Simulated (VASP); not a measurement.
# Al30Si (a cell with a defect): single point with PBE+D3(BJ)

The system is Al30Si (a cell with a defect).

```
Si Al
1.0
     8.10000    0.00000    0.00000
     0.00000    8.10000    0.00000
     0.00000    0.00000    8.10000
Si Al
1 30
Direct
  0.49954 0.99901 0.99926
  0.74860 0.24248 0.99756
  0.74896 0.99856 0.24986
  0.99999 0.99883 0.99777
  0.25152 0.24862 0.00029
  0.50015 0.49876 0.00016
  0.74855 0.75492 0.99736
  0.25224 0.99870 0.24790
  0.49978 0.24817 0.24843
  0.75045 0.49853 0.24982
  0.50233 0.99869 0.50007
  0.75005 0.24725 0.50207
  0.00034 0.49883 0.00028
  0.25160 0.74893 0.00049
  0.00069 0.24974 0.24969
  0.25109 0.49856 0.24946
  0.50007 0.74934 0.24851
  0.99824 0.99871 0.50191
  0.25075 0.24962 0.50007
  0.49996 0.49905 0.49957
  0.75027 0.75006 0.50210
  0.25064 0.99871 0.75160
  0.50305 0.24301 0.75144
  0.75054 0.49888 0.75000
  0.00046 0.74764 0.24956
  0.00000 0.49855 0.50037
  0.25094 0.74773 0.49968
  0.99818 0.24718 0.75027
  0.25060 0.49882 0.74968
  0.50307 0.75479 0.75157
  0.99844 0.75043 0.75016
```

- Program: VASP 6.6.1
- Task: single point
- Functional: PBE
- Dispersion: D3(BJ)
- Potentials or basis: VASP PAW PBE potentials, release 64 (Si, Al)
- Cutoff: 520 eV
- k mesh: 3 × 3 × 3
- Occupations: gaussian, width 0.1 eV
- Spin: no spin polarisation
- Dipole correction: no
- Further INCAR settings: LREAL = Auto; ALGO = Normal; EDIFF = 1e-06; NBANDS = 68

```
Pressure                   : -4.7 GPa
Largest force              : 0.020 eV/Å
Band gap on the k mesh     : zero (bands 47 and 48 overlap by 0.31 eV)
Dispersion energy per atom : -0.324 eV
```

Forces on the atoms (eV/Å):
```
Si   0.007  0.003  0.019
Al   0.000 -0.002 -0.004
Al  -0.012  0.003 -0.008
Al  -0.003 -0.003  0.003
Al   0.000 -0.003  0.004
Al  -0.003 -0.002  0.005
Al   0.004  0.014 -0.003
Al   0.001  0.001 -0.003
Al  -0.001  0.002  0.004
Al   0.007  0.000 -0.002
Al   0.006  0.004  0.007
Al  -0.004 -0.002  0.007
Al   0.009 -0.005  0.011
Al   0.001  0.000  0.004
Al   0.008  0.003 -0.012
Al  -0.001  0.004 -0.004
Al  -0.005 -0.004 -0.008
Al  -0.005  0.000  0.011
Al   0.012  0.004 -0.011
Al  -0.004 -0.014 -0.005
Al  -0.005  0.009  0.010
Al   0.002  0.001  0.002
Al  -0.001 -0.006 -0.002
Al   0.001 -0.007 -0.005
Al   0.009 -0.007 -0.005
Al   0.006  0.002 -0.002
Al  -0.003 -0.002 -0.004
Al  -0.008 -0.003 -0.001
Al  -0.002 -0.002 -0.003
Al   0.000  0.011 -0.005
Al  -0.013  0.003  0.001
```

Stress tensor (GPa, compression positive):
```
-4.62  0.00  0.05
 0.00 -4.96  0.00
 0.05  0.00 -4.63
```

Levels at points of the mesh, in eV from the Fermi level:
```
           k point  band 43  band 44  band 45  band 46  band 47  band 48  band 49  band 50  band 51  band 52
(0.00, 0.00, 0.00)    -0.40    -0.35    -0.33     0.28     0.34     0.40     0.42     0.45     0.47     0.50
```

Run time: 6 min on 1 thread of AMD EPYC 9R45 96-Core Processor (Zen 5), with other jobs on the host, peak memory 0.61 GiB.
